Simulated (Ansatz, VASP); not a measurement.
Two plane-wave programs on AgI

```
I Ag
1.0
     4.32079    0.00000    0.00000
     0.00000    4.32079    0.00000
     0.00000    0.00000   21.86787
I Ag
2 2
Direct
  0.00000 0.50000 0.41156
  0.50000 0.00000 0.58844
  0.00000 0.00000 0.50000
  0.50000 0.50000 0.50000
```

Alike in both runs: functional PBE; dispersion D3(BJ); k mesh 6 × 6 × 1; occupations gaussian, width 0.05 eV; no spin polarisation.

Ansatz relaxed the structure, and its values are those at the end. VASP's run is a single point on that final structure, the one shown.

|  | VASP | Ansatz |
| --- | --- | --- |
| version | VASP 6.6.1 | Ansatz 0.2.0 |
| potentials or method | VASP PAW PBE potentials, release 64 (I, Ag), cutoff 400 eV | scalar-relativistic, plane waves, PAW |
| valence electrons in the cell | 36 | 72 |

VASP gave:

| Quantity | Value |
| --- | --- |
| gap on the k mesh at the Fermi level (eV) | 2.06 |
| rms of the force components (eV/Å) | 0.004 |

Problem. Which values does Ansatz return?

Solution. gap on the k mesh at the Fermi level (eV): 2.06; rms of the force components (eV/Å): 0.000.

VASP's potentials hold 36 valence electrons a cell and Ansatz's 72, so a difference there can come from the potentials and not from the codes.

Spin-orbit coupling is off throughout.
